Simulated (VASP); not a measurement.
# CdS (F-43m) in VASP: notebook

The runs below take CdS through single point, with r2SCAN0, r2SCAN+D4, PBE-based screened hybrid with 25 % exact exchange, HSE06.

Everything below comes from runs of VASP 6.6.1. Logs are shortened: lines on timing, memory, paths and dates and some standing lists are left out, and cuts for length are marked.

### Step 1. The cell of the first run

Symmetry: F-43m, No. 216, cubic system. Conventional cell: a = 5.754 Å, b = 5.754 Å, c = 5.754 Å, α = 90.00°, β = 90.00°, γ = 90.00°. Cd (site symmetry -43m) has 4 S at 2.49 Å within 3.3 Å. Within 3.3 Å of S (site symmetry -43m) lie 4 Cd at 2.49 Å.

### Step 2. Single point, r2SCAN0

File POSCAR:

```
CdS
1.0
    0.0000000000      2.8770830059      2.8770830059
    2.8770830059      0.0000000000      2.8770830059
    2.8770830059      2.8770830059      0.0000000000
Cd S
1 1
Direct
    0.0000000000      0.0000000000      0.0000000000
    0.7500000000      0.7500000000      0.7500000000
```

File INCAR.step1:

```
ALGO     = Normal         # electronic algorithm
EDIFF    = 1E-5           # SCF threshold, eV
ENCUT    = 520            # plane-wave cutoff, eV
GGA      = PE             # functional
GGA_COMPAT= False        
ISIF     = 2              # what is computed and relaxed
ISMEAR   = -1             # smearing method
LASPH    = True           # aspherical terms in the spheres
LCHARG   = False          # write CHGCAR
LREAL    = False          # projectors in reciprocal space
LWAVE    = True           # write WAVECAR
NBANDS   = 20             # bands
NELM     = 120            # most SCF steps
PREC     = Accurate       # precision mode
SIGMA    = 0.05           # smearing width, eV
```

File INCAR.step2:

```
AEXX     = 0.25           # exact-exchange fraction
ALGO     = Normal         # electronic algorithm
EDIFF    = 1E-6           # SCF threshold, eV
ENCUT    = 520            # plane-wave cutoff, eV
GGA_COMPAT= False        
ISIF     = 2              # what is computed and relaxed
ISMEAR   = -1             # smearing method
ISTART   = 1            
LASPH    = True           # aspherical terms in the spheres
LCHARG   = False          # write CHGCAR
LHFCALC  = True           # exact exchange
LMIXTAU  = True         
LREAL    = False          # projectors in reciprocal space
LWAVE    = False          # write WAVECAR
METAGGA  = R2SCAN         # meta-GGA
NBANDS   = 20             # bands
NELM     = 120            # most SCF steps
PREC     = Accurate       # precision mode
PRECFOCK = Normal       
SIGMA    = 0.05           # smearing width, eV
```

File KPOINTS:

```
k-points
0
Gamma
  4 4 4
```

Potentials or basis: VASP PAW PBE potentials, release 64 (Cd_sv_GW, S).

On the command line:

```sh
> cat potpaw_PBE.64/Cd_sv_GW/POTCAR potpaw_PBE.64/S/POTCAR > POTCAR
> cp INCAR.step1 INCAR
> mpirun -np 1 vasp_std > vasp.out
> cp INCAR.step2 INCAR
> mpirun -np 1 vasp_std > vasp.out
```

OUTCAR:

```text
AEXX = 0.25
   EDIFF = 1E-6
   ENCUT = 520
   ISIF = 2
   ISMEAR = -1
   ISTART = 1
   LASPH = True
   LHFCALC = True
   LREAL = False
   METAGGA = R2SCAN
   NELM = 120
   PREC = Accurate
   PRECFOCK = Normal

 ion  position               nearest neighbor table
   1  0.000  0.000  0.000-   2 2.49   2 2.49   2 2.49   2 2.49
   2  0.750  0.750  0.750-   1 2.49   1 2.49   1 2.49   1 2.49

  LATTYP: Found a face centered cubic cell.
 ALAT       =     5.7541660118

  Lattice vectors:

 A1 = (   0.0000000000,   2.8770830059,   2.8770830059)
 A2 = (   2.8770830059,   0.0000000000,   2.8770830059)
 A3 = (   2.8770830059,   2.8770830059,   0.0000000000)

Analysis of symmetry for initial positions (statically):
=====================================================================
 Subroutine PRICEL returns:
 Original cell was already a primitive cell.

 Routine SETGRP: Setting up the symmetry group for a
 face centered cubic supercell.

 Subroutine GETGRP returns: Found 24 space group operations
 (whereof 24 operations were pure point group operations)
 out of a pool of 48 trial point group operations.

The static configuration has the point symmetry T_d .

Analysis of symmetry for dynamics (positions and initial velocities):
=====================================================================
 Subroutine PRICEL returns:
 Original cell was already a primitive cell.

 Routine SETGRP: Setting up the symmetry group for a
 face centered cubic supercell.

 Subroutine GETGRP returns: Found 24 space group operations
 (whereof 24 operations were pure point group operations)
 out of a pool of 48 trial point group operations.

The dynamic configuration has the point symmetry T_d .

 Subroutine INISYM returns: Found 24 space group operations
 (whereof 24 operations are pure point group operations),
 and found     1 'primitive' translations

----------------------------------------------------------------------------------------

                                     Primitive cell

  volume of cell :      47.6307

  direct lattice vectors                    reciprocal lattice vectors
     0.000000000  2.877083006  2.877083006    -0.173787131  0.173787131  0.173787131
[... 69 lines left out ...]
   EDIFF  = 0.1E-05   stopping-criterion for ELM
   LREAL  =      F    real-space projection
   EDIFFG = 0.1E-04   stopping-criterion for IOM
   NSW    =      0    number of steps for IOM
   IBRION =     -1    ionic relax: 0-MD 1-quasi-New 2-CG
   NFREE  =      0    steps in history (QN), initial steepest desc. (CG)
   ISIF   =      2    stress and relaxation
   ISYM   =      3    0-nonsym 1-usesym 2-fastsym
   POTIM  = 0.5000    time-step for ionic-motion
   TEBEG  =    0.0;   TEEND  =   0.0 temperature during run
   PSTRESS=    0.0 pullay stress
   NELECT =      26.0000    total number of electrons
   NUPDOWN=      -1.0000    fix difference up-down
   EMIN   =  10.00;   EMAX   =-10.00  energy-range for DOS
   EFERMI =   0.00;   METHOD = LEGACY
   ISMEAR =    -1;   SIGMA  =   0.05  broadening in eV -4-tet -1-fermi 0-gaus
   EFERMI_NEDOS =   21; number of points for ismear=-14 and -15
   IALGO  =     38    algorithm
   IMIX   =      1    mixing-type and parameters
     AMIX     =   0.40;   BMIX     =  1.00
     AMIX_MAG =   1.60;   BMIX_MAG =  1.00
  volume/ion in A,a.u.               =      23.82       160.71
  Fermi-wavevector in a.u.,A,eV,Ry     =   1.337941  2.528341 24.355592  1.790086
  Thomas-Fermi vector in A             =   2.466450
   LORBIT       =      0    0 simple, 1 ext, 2 COOP (PROOUT), +10 PAW based schemes
   METAGGA = R2SCAN    functional components
   LHFCALC =     T    Hartree Fock is set to
   PRECFOCK=normal    Normal, Fast or Accurate (Low or Medium for compatibility)
   ENCUT4O =  -1.0   cutoff for four orbital integrals eV
   NKREDX  =     1    reduce k-point grid by
   NKREDY  =     1    reduce k-point grid by
   NKREDZ  =     1    reduce k-point grid by
   AEXX    =    0.2500 exact exchange contribution
   HFSCREEN=    0.0000 screening length (either q_TF or 0.3 A-1)
   HFSCREENC=   0.0000 screening length for correlation (either q_TF or 0.3 A-1)
   ENCUTFOCK=  -1.0 apply spherical cutoff to Coloumb kernel
   IVDW    =     0    specifies the selected vdW correction
   LEPSILON=     F    determine dielectric tensor
   LRPA    =     F    only Hartree local field effects (RPA)
 non-spin polarized calculation
  energy-cutoff  :      520.00
  volume of cell :       47.63
 maximum number of plane-waves:      1299
  NGX = 24; NGY = 24; NGZ = 24

 number of electron      25.9999993 magnetization

 Free energy of the ion-electron system (eV)
  ---------------------------------------------------
  ext. energy  EPLUGINS =         0.00000000
  ---------------------------------------------------
  free energy    TOTEN  =       -25.95417327 eV

  energy without entropy =      -25.95417327  energy(sigma->0) =      -25.95417327

 E-fermi :   3.4974     XC(G=0):  -7.8474

 val. band max:        2.0717561689   @ k =   0.0000   0.0000   0.0000
 cond. band min:       5.3312727300   @ k =   0.0000   0.0000   0.0000
 fundamental gap:      3.2595165611
 Fermi energy:         3.4974156389

 k-point     1 :       0.0000    0.0000    0.0000
  band No.  band energies     occupation
      1    -106.3274      2.00000
      2     -65.4322      2.00000
      3     -65.4322      2.00000
      4     -65.4322      2.00000
      5     -12.0962      2.00000
      6      -7.2108      2.00000
[... 173 lines left out ...]
     19      17.8512      0.00000
     20      18.2105      0.00000

------------------------ aborting loop because EDIFF is reached ----------------------------------------

  FORCE on cell =-STRESS in cart. coord.  units (eV):
  Direction    XX          YY          ZZ          XY          YZ          ZX
  --------------------------------------------------------------------------------------
  -------------------------------------------------------------------------------------
  Total        0.7253253      0.7253253      0.7253253     -0.0000000      0.0000000     -0.0000000
  in kB       24.3981134     24.3981134     24.3981134     -0.0000000      0.0000000     -0.0000000
  external PRESSURE =      24.3981134 kB  Pullay stress =       0.0000000 kB

 VOLUME and BASIS-vectors are now :
 -----------------------------------------------------------------------------
  energy-cutoff  :      520.00
  volume of cell :       47.63
      direct lattice vectors                 reciprocal lattice vectors
     0.000000000  2.877083006  2.877083006    -0.173787131  0.173787131  0.173787131
     2.877083006  0.000000000  2.877083006     0.173787131 -0.173787131  0.173787131
     2.877083006  2.877083006  0.000000000     0.173787131  0.173787131 -0.173787131

 POSITION                                       TOTAL-FORCE (eV/Angst)
 -----------------------------------------------------------------------------------
      0.00000      0.00000      0.00000         0.000000     -0.000000      0.000000
      4.31562      4.31562      4.31562        -0.000000      0.000000     -0.000000
 -----------------------------------------------------------------------------------
    total drift:                               -0.000012     -0.000015      0.000003

  FREE ENERGIE OF THE ION-ELECTRON SYSTEM (eV)
  ---------------------------------------------------
  free  energy   TOTEN  =       -25.9541732749 eV

  energy  without entropy=      -25.9541732749  energy(sigma->0) =      -25.95417327
```

OUTCAR.step1:

```text
EDIFF = 1E-5
   ENCUT = 520
   GGA = PE
   ISIF = 2
   ISMEAR = -1
[... 385 lines left out ...]
 -----------------------------------------------------------------------------------
      0.00000      0.00000      0.00000        -0.000000     -0.000000     -0.000000
      4.31562      4.31562      4.31562         0.000000      0.000000      0.000000
 -----------------------------------------------------------------------------------
    total drift:                                0.000000      0.000000      0.000000

  FREE ENERGIE OF THE ION-ELECTRON SYSTEM (eV)
  ---------------------------------------------------
  free  energy   TOTEN  =        -6.1077774713 eV

  energy  without entropy=       -6.1077771040  energy(sigma->0) =       -6.10777729
```

OSZICAR.step1:

```text
N       E                     dE             d eps       ncg     rms          rms(c)
DAV:   1     0.393756777419E+03    0.39376E+03   -0.14364E+04   344   0.161E+03
DAV:   2     0.296054936861E+02   -0.36415E+03   -0.33667E+03   320   0.568E+02
DAV:   3    -0.516941889003E+01   -0.34775E+02   -0.34371E+02   464   0.195E+02
DAV:   4    -0.662549564736E+01   -0.14561E+01   -0.14551E+01   456   0.403E+01
DAV:   5    -0.666909073258E+01   -0.43595E-01   -0.43591E-01   440   0.687E+00    0.233E+01
DAV:   6    -0.612637764511E+01    0.54271E+00   -0.12308E+00   496   0.199E+01    0.172E+01
DAV:   7    -0.611877639146E+01    0.76013E-02   -0.51754E-01   500   0.625E+00    0.502E+00
DAV:   8    -0.610768013567E+01    0.11096E-01   -0.57731E-02   504   0.287E+00    0.377E-01
DAV:   9    -0.610765647858E+01    0.23657E-04   -0.45823E-03   464   0.132E+00    0.830E-02
DAV:  10    -0.610774401261E+01   -0.87534E-04   -0.11701E-04   384   0.100E-01    0.468E-02
DAV:  11    -0.610777668703E+01   -0.32674E-04   -0.53099E-05   348   0.944E-02    0.256E-02
DAV:  12    -0.610777747127E+01   -0.78423E-06   -0.54239E-06   300   0.637E-02
   1 F= -.61077775E+01 E0= -.61077773E+01  d E =-.367230E-06
```

It took 16 min on 1 thread of Intel Xeon Platinum 8259CL at 2.50GHz (Skylake/Cascade Lake), shared host; peak memory 0.19 GiB.

What came out:

* Free energy: -25.9542 eV
* Pressure: 2.4 GPa
* Band gap on the k mesh: 3.26 eV

Levels at points of the mesh, in eV from the valence-band top:
| k point | band 9 | band 10 | band 11 | band 12 | band 13 | band 14 | band 15 | band 16 | band 17 | band 18 |
| --- | --- | --- | --- | --- | --- | --- | --- | --- | --- | --- |
| (0.00, 0.00, 0.00) | -8.72 | -8.72 | 0.00 | 0.00 | 0.00 | 3.26 | 8.81 | 8.81 | 8.81 | 14.00 |
| (0.50, 0.00, 0.00) | -8.69 | -8.26 | -5.04 | -0.88 | -0.88 | 5.20 | 9.22 | 9.22 | 9.77 | 13.49 |
| (0.50, 0.50, 0.00) | -8.63 | -8.16 | -4.47 | -2.21 | -2.21 | 5.28 | 6.51 | 11.85 | 13.82 | 13.82 |

Caveat: the k points lie up to 0.47 Å⁻¹ apart; the PAW data sets were made with another functional, which shifts forces and pressure a little.

### Step 3. Single point, r2SCAN+D4

This run uses another cell than the first one, of 24.81 Å³/atom.

File POSCAR:

```
CdS
1.0
    0.0000000000      2.9165000000      2.9165000000
    2.9165000000      0.0000000000      2.9165000000
    2.9165000000      2.9165000000      0.0000000000
Cd S
1 1
Direct
    0.0000000000      0.0000000000      0.0000000000
    0.2500000000      0.2500000000      0.2500000000
```

File INCAR.step1:

```
SYSTEM = CdS
PREC = Accurate
ENCUT = 550
ISMEAR = -1
SIGMA = 0.01
LREAL = .FALSE.
LASPH = .TRUE.
NELM = 120
NBANDS = 16
GGA = PE
ALGO = Normal
EDIFF = 1E-5
LWAVE = .TRUE.
LCHARG = .FALSE.
GGA_COMPAT = .FALSE.
```

File INCAR.step2:

```
SYSTEM = CdS
PREC = Accurate
ENCUT = 550
EDIFF = 1E-6
ISMEAR = -1
SIGMA = 0.01
LREAL = .FALSE.
LASPH = .TRUE.
NELM = 120
ALGO = Normal
ISIF = 2
LWAVE = .FALSE.
LCHARG = .TRUE.
METAGGA = R2SCAN
LMIXTAU = .TRUE.
IVDW = 13
VDW_S6 = 1.0
VDW_S8 = 0.6018749
VDW_A1 = 0.51559235
VDW_A2 = 5.77342911
LELF = .TRUE.
LVHAR = .TRUE.
NBANDS = 16
ISTART = 1
GGA_COMPAT = .FALSE.
```

File KPOINTS:

```
regular mesh
0
G
  8 8 8
  0 0 0
```

Potentials or basis: VASP PAW PBE potentials, release 64 (Cd, S).

On the command line:

```sh
> cat potpaw_PBE.64/Cd/POTCAR potpaw_PBE.64/S/POTCAR > POTCAR
> cp INCAR.step1 INCAR
> mpirun -np 1 vasp_std > vasp.out
> cp INCAR.step2 INCAR
> mpirun -np 1 vasp_std > vasp.out
```

Run time: 73 s. Hardware: 1 thread of AMD EPYC 7R13 (Zen 3), shared host; peak memory 0.16 GiB.

It converged, with:

```yaml
Free_energy: -29.9149 eV
Pressure: 1.1 GPa
Band_gap_on_the_k_mesh: 1.59 eV
Dispersion_energy_per_atom: -0.118 eV
```

Levels at points of the mesh, in eV from the valence-band top:
```csv
k point,band 5,band 6,band 7,band 8,band 9,band 10,band 11,band 12,band 13,band 14
"(0.00, 0.00, 0.00)",-7.45,-7.45,0.00,0.00,0.00,1.59,7.07,7.07,7.07,11.96
"(0.50, 0.00, 0.00)",-7.42,-7.07,-4.47,-0.77,-0.77,3.48,7.48,7.48,7.90,11.58
"(0.50, 0.50, 0.00)",-7.36,-7.00,-3.98,-1.93,-1.93,3.84,4.76,9.80,11.55,11.55
```

Caveat: the PAW data sets were made with another functional, which shifts forces and pressure a little.

### Step 4. Single point, PBE-based screened hybrid with 25 % exact exchange

This run uses another cell than the first one, of 24.81 Å³/atom.

POSCAR is that of step 3.

File INCAR.step1:

```
PREC     = Accurate       # precision mode
ENCUT    = 400            # plane-wave cutoff, eV
EDIFF    = 1E-5           # SCF threshold, eV
ISMEAR   = 1              # smearing method
SIGMA    = 0.1            # smearing width, eV
LREAL    = F              # projectors in reciprocal space
LASPH    = T              # aspherical terms in the spheres
NELM     = 120            # most SCF steps
ALGO     = Normal         # electronic algorithm
ISIF     = 2              # what is computed and relaxed
LWAVE    = T              # write WAVECAR
LCHARG   = F              # write CHGCAR
NBANDS   = 16             # bands
GGA      = PE             # functional
GGA_COMPAT= F
```

File INCAR.step2:

```
PREC     = Accurate       # precision mode
ENCUT    = 400            # plane-wave cutoff, eV
EDIFF    = 1E-6           # SCF threshold, eV
ISMEAR   = 1              # smearing method
SIGMA    = 0.1            # smearing width, eV
LREAL    = F              # projectors in reciprocal space
LASPH    = T              # aspherical terms in the spheres
NELM     = 120            # most SCF steps
ALGO     = Normal         # electronic algorithm
ISIF     = 2              # what is computed and relaxed
LWAVE    = F              # write WAVECAR
LCHARG   = F              # write CHGCAR
GGA      = PE             # functional
LHFCALC  = T              # exact exchange
AEXX     = 0.25           # exact-exchange fraction
HFSCREEN = 0.3            # screening, 1/A
PRECFOCK = Normal       
NBANDS   = 16             # bands
ISTART   = 1            
GGA_COMPAT= F
```

File KPOINTS:

```
Automatic mesh
0
Gamma
  5 5 5
```

On the command line:

```sh
> cat potpaw_PBE.64/Cd/POTCAR potpaw_PBE.64/S/POTCAR > POTCAR
> cp INCAR.step1 INCAR
> mpirun -np 1 vasp_std > vasp.out
> cp INCAR.step2 INCAR
> mpirun -np 1 vasp_std > vasp.out
```

Run time: 14 min. Hardware: 1 thread of AMD EPYC 7R13 (Zen 3), shared host; peak memory 0.23 GiB.

The run converged. Its results:

```yaml
Free_energy: -7.3791 eV
Pressure: 1.7 GPa
Band_gap_on_the_k_mesh: 1.98 eV
```

Levels at points of the mesh, in eV from the valence-band top:
```
           k point  band 5  band 6  band 7  band 8  band 9  band 10  band 11  band 12  band 13  band 14
(0.00, 0.00, 0.00)   -8.30   -8.30    0.00    0.00    0.00     1.98     7.48     7.48     7.48    12.53
```

Caveat: the PAW data sets were made with another functional, which shifts forces and pressure a little.

### Step 5. Single point, HSE06

This run uses another cell than the first one, of 25.55 Å³/atom.

File POSCAR:

```
CdS
1.0
    0.0000000000      2.9453899269      2.9453899269
    2.9453899269      0.0000000000      2.9453899269
    2.9453899269      2.9453899269      0.0000000000
Cd S
1 1
Direct
    0.0000000000      0.0000000000      0.0000000000
    0.7500000000      0.7500000000      0.7500000000
```

File INCAR.step1:

```
PREC = Accurate ; ENCUT = 520
EDIFF = 1E-5 ; ISMEAR = -1
SIGMA = 0.05 ; LREAL = False
LASPH = True ; NELM = 60
ALGO = Normal ; ISIF = 2
LWAVE = True ; LCHARG = False
NBANDS = 16 ; GGA = PE
```

File INCAR.step2:

```
PREC = Accurate ; ENCUT = 520
EDIFF = 1E-6 ; ISMEAR = -1
SIGMA = 0.05 ; LREAL = False
LASPH = True ; NELM = 60
ALGO = Normal ; ISIF = 2
LWAVE = False ; LCHARG = False
GGA = PE ; LHFCALC = True
HFSCREEN = 0.2079 ; PRECFOCK = Normal
NBANDS = 16 ; ISTART = 1
```

File KPOINTS:

```
regular mesh
0
Gamma
  4 4 4
```

On the command line:

```sh
> cat potpaw_PBE.64/Cd/POTCAR potpaw_PBE.64/S/POTCAR > POTCAR
> cp INCAR.step1 INCAR
> mpirun -np 1 vasp_std > vasp.out
> cp INCAR.step2 INCAR
> mpirun -np 1 vasp_std > vasp.out
```

Wall time 7.3 min (1 thread of Intel Xeon 8259CL, shared host); peak memory 0.28 GiB.

It converged, with:

```yaml
Free_energy: -7.5979 eV
Pressure: 0.2 GPa
Band_gap_on_the_k_mesh: 2.11 eV
```

Levels at points of the mesh, in eV from the valence-band top:
```
           k point  band 6  band 7  band 8  band 9  band 10  band 11  band 12  band 13
(0.00, 0.00, 0.00)   -8.33    0.00    0.00    0.00     2.11     7.70     7.70     7.70
(0.50, 0.00, 0.00)   -7.94   -4.50   -0.76   -0.76     4.06     8.14     8.14     8.58
(0.50, 0.50, 0.00)   -7.85   -4.08   -1.90   -1.90     4.49     5.43    10.41    12.09
```

Caveat: the k points lie up to 0.46 Å⁻¹ apart; the PAW data sets were made with another functional, which shifts forces and pressure a little.

### Step 6. Overview

| level | potentials or basis | cell | k mesh | cutoff (eV) | smearing | grid for exact exchange (PRECFOCK) | share of exact exchange | screening parameter | gap on the mesh (eV) | pressure (GPa) |
| --- | --- | --- | --- | --- | --- | --- | --- | --- | --- | --- |
| r2SCAN0 | VASP PAW PBE potentials, release 64 (Cd_sv_GW, S) | a = 4.069 Å, angles 60.0°, 2 atoms | 4 × 4 × 4 | 520 | fermi-dirac 0.05 eV | Normal | 0.25 | - | 3.26 | 2.4 |
| r2SCAN+D4 | VASP PAW PBE potentials, release 64 (Cd, S) | a = 4.125 Å, angles 60.0°, 2 atoms | 8 × 8 × 8 | 550 | fermi-dirac 0.01 eV | - | - | - | 1.59 | 1.1 |
| PBE-based screened hybrid with 25 % exact exchange | VASP PAW PBE potentials, release 64 (Cd, S) | a = 4.125 Å, angles 60.0°, 2 atoms | 5 × 5 × 5 | 400 | methfessel-paxton 0.1 eV | Normal | 0.25 | 0.3 1/Å | 1.98 | 1.7 |
| HSE06 | VASP PAW PBE potentials, release 64 (Cd, S) | a = 4.165 Å, angles 60.0°, 2 atoms | 4 × 4 × 4 | 520 | fermi-dirac 0.05 eV | Normal | 0.25 | 0.2079 1/Å | 2.11 | 0.2 |

Alike in all rows: task single point; no spin polarisation.

Caveats: some runs use coarse meshes; the PAW data sets were made with another functional, which shifts forces and pressure a little.

Total energies depend on the potentials used, so only differences within one code and one set of settings carry meaning.
